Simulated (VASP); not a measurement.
# MgO (Fm-3m) in VASP: a series of runs

MgO is run at these levels: PBE; tasks: single point.

Everything below comes from runs of VASP 6.6.1. Logs are shortened: lines on timing, memory, paths and dates and some standing lists are left out, and cuts for length are marked.

**The experiment to reproduce.**

“Electronic structure of alkaline earth and post-transition metal oxides”, 2009, arxiv:0908.1581 quotes, for a bulk crystal of MgO: band gap 7.83 eV.

The results are compared with them further down.

### Step 1. The cell of the first run

It takes space group Fm-3m (No. 225, cubic). The conventional cell has a = 4.296 Å, b = 4.296 Å, c = 4.296 Å, α = 90.00°, β = 90.00°, γ = 90.00°. Mg (site symmetry m-3m) has 6 O at 2.15 Å within 2.8 Å. O (site symmetry m-3m) has 6 Mg at 2.15 Å within 2.8 Å.

### Step 2. Single point, PBE (volume scaled by 1.03)

The input, INCAR:

```
SYSTEM = MgO
ALGO = Normal ; EDIFF = 1E-6
ENCUT = 520 ; GGA = PE
ISIF = 2 ; ISMEAR = 0
LASPH = .True. ; LCHARG = .False.
LREAL = .False. ; LWAVE = .False.
NBANDS = 11 ; NELM = 60
PREC = Accurate ; SIGMA = 0.02
```

The input, KPOINTS:

```
k-points
0
Gamma
  10 10 10
  0 0 0
```

The input, POSCAR:

```
MgO
1.0
    0.0000000000      2.1479115747      2.1479115747
    2.1479115747      0.0000000000      2.1479115747
    2.1479115747      2.1479115747      0.0000000000
Mg O
1 1
Direct
    0.0000000000      0.0000000000      0.0000000000
    0.5000000000      0.5000000000      0.5000000000
```

Potentials or basis: VASP PAW PBE potentials, release 64 (Mg, O).

Launch:

```bash
$ cat potpaw_PBE.64/Mg/POTCAR potpaw_PBE.64/O/POTCAR > POTCAR
$ mpirun -np 1 vasp_std > vasp.out
```

OUTCAR:

```text
SYSTEM = MgO
   EDIFF = 1E-6
   ENCUT = 520
   GGA = PE
   ISIF = 2
   ISMEAR = 0
   LASPH = .True.
   LREAL = .False.
   NELM = 60
   PREC = Accurate

 ion  position               nearest neighbor table
   1  0.000  0.000  0.000-   2 2.15   2 2.15   2 2.15   2 2.15   2 2.15   2 2.15
   2  0.500  0.500  0.500-   1 2.15   1 2.15   1 2.15   1 2.15   1 2.15   1 2.15

  LATTYP: Found a face centered cubic cell.
 ALAT       =     4.2958231494

  Lattice vectors:

 A1 = (   0.0000000000,   2.1479115747,   2.1479115747)
 A2 = (   2.1479115747,   0.0000000000,   2.1479115747)
 A3 = (   2.1479115747,   2.1479115747,   0.0000000000)

Analysis of symmetry for initial positions (statically):
=====================================================================
 Subroutine PRICEL returns:
 Original cell was already a primitive cell.

 Routine SETGRP: Setting up the symmetry group for a
 face centered cubic supercell.

 Subroutine GETGRP returns: Found 48 space group operations
 (whereof 48 operations were pure point group operations)
 out of a pool of 48 trial point group operations.

The static configuration has the point symmetry O_h .

Analysis of symmetry for dynamics (positions and initial velocities):
=====================================================================
 Subroutine PRICEL returns:
 Original cell was already a primitive cell.

 Routine SETGRP: Setting up the symmetry group for a
 face centered cubic supercell.

 Subroutine GETGRP returns: Found 48 space group operations
 (whereof 48 operations were pure point group operations)
 out of a pool of 48 trial point group operations.

The dynamic configuration has the point symmetry O_h .

 Subroutine INISYM returns: Found 48 space group operations
 (whereof 48 operations are pure point group operations),
 and found     1 'primitive' translations

----------------------------------------------------------------------------------------

                                     Primitive cell

  volume of cell :      19.8189

  direct lattice vectors                    reciprocal lattice vectors
     0.000000000  2.147911575  2.147911575    -0.232784257  0.232784257  0.232784257
     2.147911575  0.000000000  2.147911575     0.232784257 -0.232784257  0.232784257
     2.147911575  2.147911575  0.000000000     0.232784257  0.232784257 -0.232784257

  length of vectors
     3.037605680  3.037605680  3.037605680     0.403194160  0.403194160  0.403194160

  position of ions in fractional coordinates (direct lattice)
     0.000000000  0.000000000  0.000000000
[... 81 lines left out ...]
   NSW    =      0    number of steps for IOM
   IBRION =     -1    ionic relax: 0-MD 1-quasi-New 2-CG
   NFREE  =      0    steps in history (QN), initial steepest desc. (CG)
   ISIF   =      2    stress and relaxation
   ISYM   =      2    0-nonsym 1-usesym 2-fastsym
   POTIM  = 0.5000    time-step for ionic-motion
   TEBEG  =    0.0;   TEEND  =   0.0 temperature during run
   PSTRESS=    0.0 pullay stress
   NELECT =       8.0000    total number of electrons
   NUPDOWN=      -1.0000    fix difference up-down
   EMIN   =  10.00;   EMAX   =-10.00  energy-range for DOS
   EFERMI =   0.00;   METHOD = LEGACY
   ISMEAR =     0;   SIGMA  =   0.02  broadening in eV -4-tet -1-fermi 0-gaus
   EFERMI_NEDOS =   21; number of points for ismear=-14 and -15
   IALGO  =     38    algorithm
   IMIX   =      4    mixing-type and parameters
     AMIX     =   0.40;   BMIX     =  1.00
     AMIX_MAG =   1.60;   BMIX_MAG =  1.00
  volume/ion in A,a.u.               =       9.91        66.87
  Fermi-wavevector in a.u.,A,eV,Ry     =   1.209888  2.286356 19.916596  1.463828
  Thomas-Fermi vector in A             =   2.345451
   LORBIT       =      0    0 simple, 1 ext, 2 COOP (PROOUT), +10 PAW based schemes
   GGA     = PE    functional components
   LHFCALC =     F    Hartree Fock is set to
   AEXX    =    0.0000 exact exchange contribution
   IVDW    =     0    specifies the selected vdW correction
   LEPSILON=     F    determine dielectric tensor
   LRPA    =     F    only Hartree local field effects (RPA)
 non-spin polarized calculation
 Gauss-broadening in eV      SIGMA  =   0.02
  energy-cutoff  :      520.00
  volume of cell :       19.82
 maximum number of plane-waves:       548
   NGX = 11   NGY = 11   NGZ = 11

 number of electron       7.9999999 magnetization

 Free energy of the ion-electron system (eV)
  ---------------------------------------------------
  ext. energy  EPLUGINS =         0.00000000
  ---------------------------------------------------
  free energy    TOTEN  =       -11.90214212 eV

  energy without entropy =      -11.90214212  energy(sigma->0) =      -11.90214212

 E-fermi :   2.8557     XC(G=0): -10.8022

 val. band max:        2.7576457974   @ k =   0.0000   0.0000   0.0000
 cond. band min:       6.9302866165   @ k =   0.0000   0.0000   0.0000
 fundamental gap:      4.1726408191
 Fermi energy:         2.8556688743

 k-point     1 :       0.0000    0.0000    0.0000
  band No.  band energies     occupation
      1     -14.2138      2.00000
      2       2.7576      2.00000
      3       2.7576      2.00000
      4       2.7576      2.00000
      5       6.9303      0.00000
      6      18.2213      0.00000
      7      18.2213      0.00000
      8      18.2213      0.00000
      9      21.9856      0.00000
     10      23.6924      0.00000
     11      23.6924      0.00000
[... 309 lines left out ...]
 k-point    24 :       0.4000    0.3000    0.0000
  band No.  band energies     occupation
      1     -13.1063      2.00000
      2      -0.6291      2.00000
      3       1.5380      2.00000
      4       1.7423      2.00000
      5      11.7480      0.00000
      6      12.7550      0.00000
      7      15.7405      0.00000
      8      20.1690      0.00000
      9      20.3662      0.00000
     10      26.9230      0.00000
     11      28.5707      0.00000

 [... further k-points ...]
[... 5 lines left out ...]
  --------------------------------------------------------------------------------------
  -------------------------------------------------------------------------------------
  Total       -0.6047576     -0.6047576     -0.6047576      0.0000000      0.0000000     -0.0000000
  in kB      -48.8891805    -48.8891805    -48.8891805      0.0000000      0.0000000     -0.0000000
  external PRESSURE =     -48.8891805 kB  Pullay stress =       0.0000000 kB

 VOLUME and BASIS-vectors are now :
 -----------------------------------------------------------------------------
  energy-cutoff  :      520.00
  volume of cell :       19.82
      direct lattice vectors                 reciprocal lattice vectors
     0.000000000  2.147911575  2.147911575    -0.232784257  0.232784257  0.232784257
     2.147911575  0.000000000  2.147911575     0.232784257 -0.232784257  0.232784257
     2.147911575  2.147911575  0.000000000     0.232784257  0.232784257 -0.232784257

 POSITION                                       TOTAL-FORCE (eV/Angst)
 -----------------------------------------------------------------------------------
      0.00000      0.00000      0.00000         0.000000     -0.000000      0.000000
      2.14791      2.14791      2.14791        -0.000000      0.000000     -0.000000
 -----------------------------------------------------------------------------------
    total drift:                               -0.000000     -0.000000      0.000000

  FREE ENERGIE OF THE ION-ELECTRON SYSTEM (eV)
  ---------------------------------------------------
  free  energy   TOTEN  =       -11.9021421213 eV

  energy  without entropy=      -11.9021421213  energy(sigma->0) =      -11.90214212
```

OSZICAR:

```text
N       E                     dE             d eps       ncg     rms          rms(c)
DAV:   1     0.124572557289E+02    0.12457E+02   -0.46479E+03  1194   0.642E+02
DAV:   2    -0.129145416660E+02   -0.25372E+02   -0.24720E+02  1192   0.133E+02
DAV:   3    -0.134570080064E+02   -0.54247E+00   -0.54214E+00  1248   0.165E+01
DAV:   4    -0.134583807045E+02   -0.13727E-02   -0.13727E-02  1151   0.955E-01
DAV:   5    -0.134583854348E+02   -0.47303E-05   -0.47302E-05  1202   0.550E-02    0.718E+00
DAV:   6    -0.119244845065E+02    0.15339E+01   -0.92545E+00  1082   0.164E+01    0.233E+00
DAV:   7    -0.119087559829E+02    0.15729E-01   -0.70170E-02  1127   0.225E+00    0.135E+00
DAV:   8    -0.119026316569E+02    0.61243E-02   -0.32484E-02  1088   0.199E+00    0.263E-01
DAV:   9    -0.119021767469E+02    0.45491E-03   -0.64713E-04  1169   0.179E-01    0.148E-01
DAV:  10    -0.119021398203E+02    0.36927E-04   -0.56038E-04  1133   0.177E-01    0.764E-03
DAV:  11    -0.119021422229E+02   -0.24027E-05   -0.40451E-06  1202   0.150E-02    0.629E-03
DAV:  12    -0.119021421213E+02    0.10162E-06   -0.75341E-07   671   0.651E-03
   1 F= -.11902142E+02 E0= -.11902142E+02  d E =-.125068E-14
```

stdout:

```text
POSCAR found type information on POSCAR MgO
 POSCAR found :  2 types and       2 ions
 scaLAPACK will be used
 LDA part: xc-table for (Slater+PW92), standard interpolation
 POSCAR, INCAR and KPOINTS ok, starting setup
 FFT: planning ... GRIDC
 FFT: planning ... GRID_SOFT
 FFT: planning ... GRID
 WAVECAR not read
 entering main loop
```

It took 3.6 s on 1 thread of Intel Xeon 6975P-C (Granite Rapids), shared host; peak memory 0.14 GiB.

Results:

- Free energy: -11.9021 eV
- Pressure: -4.9 GPa
- Band gap on the k mesh: 4.17 eV, direct

Levels at points of the mesh, in eV from the valence-band top:
| k point | band 1 | band 2 | band 3 | band 4 | band 5 | band 6 | band 7 | band 8 |
| --- | --- | --- | --- | --- | --- | --- | --- | --- |
| (0.00, 0.00, 0.00) | -16.97 | 0.00 | 0.00 | 0.00 | 4.17 | 15.46 | 15.46 | 15.46 |
| (0.50, 0.00, 0.00) | -15.83 | -4.36 | -0.59 | -0.59 | 7.53 | 11.94 | 15.71 | 15.71 |
| (0.50, 0.50, 0.00) | -15.59 | -3.85 | -1.27 | -1.27 | 9.04 | 9.34 | 12.48 | 18.09 |

(Part 1 of 2 ends here.)
